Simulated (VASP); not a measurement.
# AlCo (Fm-3m) in VASP: further runs, part 2 of 2

VASP 6.6.1.

## (5) Single point, PBE, collinear spin, ferromagnetic start

This run uses another cell than the first one, of 13.72 Å³/atom, 0.998 times its volume.

File INCAR:

```
PREC     = Accurate       # precision mode
ENCUT    = 520            # plane-wave cutoff, eV
EDIFF    = 1E-7           # SCF threshold, eV
ISMEAR   = 0              # smearing method
SIGMA    = 0.1            # smearing width, eV
LREAL    = False          # projectors in reciprocal space
LASPH    = True           # aspherical terms in the spheres
NELM     = 150            # most SCF steps
ALGO     = Fast           # electronic algorithm
ISIF     = 2              # what is computed and relaxed
LWAVE    = False          # write WAVECAR
LCHARG   = False          # write CHGCAR
ISPIN    = 2              # spin polarisation
MAGMOM   = 0 0.28         # initial moments
LORBIT   = 11             # projections on sites
LMAXMIX  = 4              # l up to which the mixer works
GGA      = PE             # functional
NBANDS   = 17             # bands
```

File KPOINTS:

```
Automatic mesh
0
Gamma
  20 20 20
```

File POSCAR:

```
AlCo
1.0
    0.0000000000      2.3940856768      2.3940856768
    2.3940856768      0.0000000000      2.3940856768
    2.3940856768      2.3940856768      0.0000000000
Al Co
1 1
Direct
    0.0000000000      0.0000000000      0.0000000000
    0.5000000000      0.5000000000      0.5000000000
```

Potentials or basis: VASP PAW PBE potentials, release 64 (Al, Co).

Launch:

```bash
cat potpaw_PBE.64/Al/POTCAR potpaw_PBE.64/Co/POTCAR > POTCAR
mpirun -np 1 vasp_std > vasp.out
```

OUTCAR:

```text
PREC = Accurate
   ENCUT = 520
   EDIFF = 1E-7
   ISMEAR = 0
   LREAL = False
   LASPH = True
   NELM = 150
   ISIF = 2
   ISPIN = 2
   LORBIT = 11
   GGA = PE

 ion  position               nearest neighbor table
   1  0.000  0.000  0.000-   2 2.39   2 2.39   2 2.39   2 2.39   2 2.39   2 2.39
   2  0.500  0.500  0.500-   1 2.39   1 2.39   1 2.39   1 2.39   1 2.39   1 2.39

  LATTYP: Found a face centered cubic cell.
 ALAT       =     4.7881713536

  Lattice vectors:

 A1 = (   0.0000000000,   2.3940856768,   2.3940856768)
 A2 = (   2.3940856768,   0.0000000000,   2.3940856768)
 A3 = (   2.3940856768,   2.3940856768,   0.0000000000)

Analysis of symmetry for initial positions (statically):
=====================================================================
 Subroutine PRICEL returns:
 Original cell was already a primitive cell.

 Routine SETGRP: Setting up the symmetry group for a
 face centered cubic supercell.

 Subroutine GETGRP returns: Found 48 space group operations
 (whereof 48 operations were pure point group operations)
 out of a pool of 48 trial point group operations.

The static configuration has the point symmetry O_h .

Analysis of symmetry for dynamics (positions and initial velocities):
=====================================================================
 Subroutine PRICEL returns:
 Original cell was already a primitive cell.

 Routine SETGRP: Setting up the symmetry group for a
 face centered cubic supercell.

 Subroutine GETGRP returns: Found 48 space group operations
 (whereof 48 operations were pure point group operations)
 out of a pool of 48 trial point group operations.

The dynamic configuration has the point symmetry O_h .

Analysis of structural, dynamic, and magnetic symmetry:
=====================================================================
 Subroutine PRICEL returns:
 Original cell was already a primitive cell.

 Routine SETGRP: Setting up the symmetry group for a
 face centered cubic supercell.

 Subroutine GETGRP returns: Found 48 space group operations
 (whereof 48 operations were pure point group operations)
 out of a pool of 48 trial point group operations.

The overall configuration has the point symmetry O_h .

 Subroutine INISYM returns: Found 48 space group operations
 (whereof 48 operations are pure point group operations),
 and found     1 'primitive' translations

----------------------------------------------------------------------------------------

                                     Primitive cell

  volume of cell :      27.4441

  direct lattice vectors                    reciprocal lattice vectors
     0.000000000  2.394085677  2.394085677    -0.208847998  0.208847998  0.208847998
     2.394085677  0.000000000  2.394085677     0.208847998 -0.208847998  0.208847998
     2.394085677  2.394085677  0.000000000     0.208847998  0.208847998 -0.208847998

  length of vectors
     3.385748434  3.385748434  3.385748434     0.361735343  0.361735343  0.361735343

  position of ions in fractional coordinates (direct lattice)
     0.000000000  0.000000000  0.000000000
     0.500000000  0.500000000  0.500000000

  ion indices of the primitive-cell ions
   primitive index   ion index
                 1           1
                 2           2
[... 62 lines left out ...]
 SYSTEM =  unknown system
   PREC   = accura    normal or accurate (medium, high low for compatibility)
   ISTART =      0    job   : 0-new  1-cont  2-samecut
   ICHARG =      2    charge: 1-file 2-atom 10-const
   ISPIN  =      2    spin polarized calculation?
   LNONCOLLINEAR =      F non collinear calculations
   LSORBIT =      F    spin-orbit coupling
   LASPH  =      T    aspherical Exc in radial PAW
   ENCUT  =  520.0 eV  38.22 Ry    6.18 a.u.   6.30  6.30  6.30*2*pi/ulx,y,z
   NELM   =    150;   NELMIN=  2; NELMDL= -5     # of ELM steps
   EDIFF  = 0.1E-06   stopping-criterion for ELM
   LREAL  =      F    real-space projection
   EDIFFG = 0.1E-05   stopping-criterion for IOM
   NSW    =      0    number of steps for IOM
   IBRION =     -1    ionic relax: 0-MD 1-quasi-New 2-CG
   NFREE  =      0    steps in history (QN), initial steepest desc. (CG)
   ISIF   =      2    stress and relaxation
   ISYM   =      2    0-nonsym 1-usesym 2-fastsym
   POTIM  = 0.5000    time-step for ionic-motion
   TEBEG  =    0.0;   TEEND  =   0.0 temperature during run
   PSTRESS=    0.0 pullay stress
   NELECT =      12.0000    total number of electrons
   NUPDOWN=      -1.0000    fix difference up-down
   EMIN   =  10.00;   EMAX   =-10.00  energy-range for DOS
   EFERMI =   0.00;   METHOD = LEGACY
   ISMEAR =     0;   SIGMA  =   0.10  broadening in eV -4-tet -1-fermi 0-gaus
   EFERMI_NEDOS =   21; number of points for ismear=-14 and -15
   IALGO  =     68    algorithm
   IMIX   =      4    mixing-type and parameters
     AMIX     =   0.40;   BMIX     =  1.00
     AMIX_MAG =   1.60;   BMIX_MAG =  1.00
  volume/ion in A,a.u.               =      13.72        92.60
  Fermi-wavevector in a.u.,A,eV,Ry     =   1.242564  2.348106 21.006935  1.543966
  Thomas-Fermi vector in A             =   2.376913
   LORBIT       =     11    0 simple, 1 ext, 2 COOP (PROOUT), +10 PAW based schemes
   GGA     = PE    functional components
   LHFCALC =     F    Hartree Fock is set to
   AEXX    =    0.0000 exact exchange contribution
   IVDW    =     0    specifies the selected vdW correction
   LEPSILON=     F    determine dielectric tensor
   LRPA    =     F    only Hartree local field effects (RPA)
 spin polarized calculation
 RMM-DIIS sequential band-by-band and
 Gauss-broadening in eV      SIGMA  =   0.10
  energy-cutoff  :      520.00
  volume of cell :       27.44
 maximum number of plane-waves:       754
 NGX is ok and might be reduce to    28
   NGX = 13   NGY = 13   NGZ = 13

 number of electron      12.0000004 magnetization       0.0006453

 number of electron      12.0000004 magnetization      -0.0001306

 Free energy of the ion-electron system (eV)
  ---------------------------------------------------
  ext. energy  EPLUGINS =         0.00000000
  ---------------------------------------------------
  free energy    TOTEN  =       -10.33553472 eV

  energy without entropy =      -10.32817073  energy(sigma->0) =      -10.33185272

 E-fermi :   8.3045     XC(G=0): -11.3784

 val. band max:        8.3025948840   @ k =  -0.4500   0.3000   0.0000
 cond. band min:       8.3162048455   @ k =  -0.3500   0.4500   0.1500
 fundamental gap:      0.0136099614
 Fermi energy:         8.3045273832

 spin component 1

 k-point     1 :       0.0000    0.0000    0.0000
  band No.  band energies     occupation
      1      -1.4503      1.00000
      2       6.8970      1.00000
      3       6.8970      1.00000
      4       6.8970      1.00000
      5       7.0398      1.00000
      6       7.0398      1.00000
[... 459 lines left out ...]
      6       7.6619      1.00000
[... 9 lines left out ...]
     16      29.2977      0.00000
     17      32.0681      0.00000

 [... further k-points ...]

 spin component 2

 k-point     1 :       0.0000    0.0000    0.0000
  band No.  band energies     occupation
      1      -1.4503      1.00000
      2       6.8970      1.00000
      3       6.8970      1.00000
      4       6.8970      1.00000
      5       7.0397      1.00000
      6       7.0397      1.00000
[... 459 lines left out ...]
      6       7.6619      1.00000
[... 9 lines left out ...]
     16      29.2977      0.00000
     17      32.0683      0.00000

 [... further k-points ...]
[... 5 lines left out ...]
  --------------------------------------------------------------------------------------
  -------------------------------------------------------------------------------------
  Total       -0.0100254     -0.0100254     -0.0100254     -0.0000000     -0.0000000      0.0000000
  in kB       -0.5852807     -0.5852807     -0.5852807     -0.0000000     -0.0000000      0.0000000
  external PRESSURE =      -0.5852807 kB  Pullay stress =       0.0000000 kB

 VOLUME and BASIS-vectors are now :
 -----------------------------------------------------------------------------
  energy-cutoff  :      520.00
  volume of cell :       27.44
      direct lattice vectors                 reciprocal lattice vectors
     0.000000000  2.394085677  2.394085677    -0.208847998  0.208847998  0.208847998
     2.394085677  0.000000000  2.394085677     0.208847998 -0.208847998  0.208847998
     2.394085677  2.394085677  0.000000000     0.208847998  0.208847998 -0.208847998

 POSITION                                       TOTAL-FORCE (eV/Angst)
 -----------------------------------------------------------------------------------
      0.00000      0.00000      0.00000        -0.000000      0.000000     -0.000000
      2.39409      2.39409      2.39409         0.000000     -0.000000      0.000000
 -----------------------------------------------------------------------------------
    total drift:                                0.000000      0.000000      0.000000

  FREE ENERGIE OF THE ION-ELECTRON SYSTEM (eV)
  ---------------------------------------------------
  free  energy   TOTEN  =       -10.3355347161 eV

  energy  without entropy=      -10.3281707330  energy(sigma->0) =      -10.33185272

 total charge

# of ion       s       p       d       tot
------------------------------------------
    1        0.455   0.381   0.000   0.837
    2        0.404   0.348   7.609   8.361
--------------------------------------------------
tot          0.859   0.729   7.609   9.197

 magnetization (x)

# of ion       s       p       d       tot
------------------------------------------
    1        0.000   0.000   0.000   0.000
    2       -0.000  -0.000  -0.000  -0.000
--------------------------------------------------
tot         -0.000  -0.000  -0.000  -0.000
```

Wall time 6 min (1 thread of Intel Xeon 6975P-C, shared host); peak memory 0.31 GiB.

What came out:

| Item | Value |
| --- | --- |
| Free energy | -10.3355 eV |
| Pressure | -0.1 GPa |
| Band gap on the k mesh | zero (filled and empty bands overlap) |
| Net moment | 0.00 μB per cell |
| Valence electrons inside the program's atomic spheres | Al 0.84; Co 8.36 |

## (6) The runs side by side

| task | cell | k mesh | cutoff (eV) | gap on the mesh (eV) | pressure (GPa) | moment (μB) |
| --- | --- | --- | --- | --- | --- | --- |
| single point | a = 3.388 Å, angles 60.0°, 2 atoms | 6 × 6 × 6 | 520 | none | -0.2 | 0.26 |
| single point | a = 3.466 Å, angles 60.0°, 2 atoms | 6 × 6 × 6 | 520 | none | -6.9 | 0.39 |
| relaxation of cell and atoms | relaxed from a = 3.466 Å, angles 60.0°, 2 atoms | 6 × 6 × 6 | 600 | none | 0.1 | 0.25 |
| single point | a = 3.386 Å, angles 60.0°, 2 atoms | 20 × 20 × 20 | 520 | none | -0.1 | 0.00 |

Alike in all rows: level PBE; potentials or basis VASP PAW PBE potentials, release 64 (Al, Co); spin collinear, ferromagnetic start; smearing gaussian 0.1 eV.

Caveats: some runs use coarse meshes.

Total energies depend on the potentials used, so only differences within one code and one set of settings carry meaning.
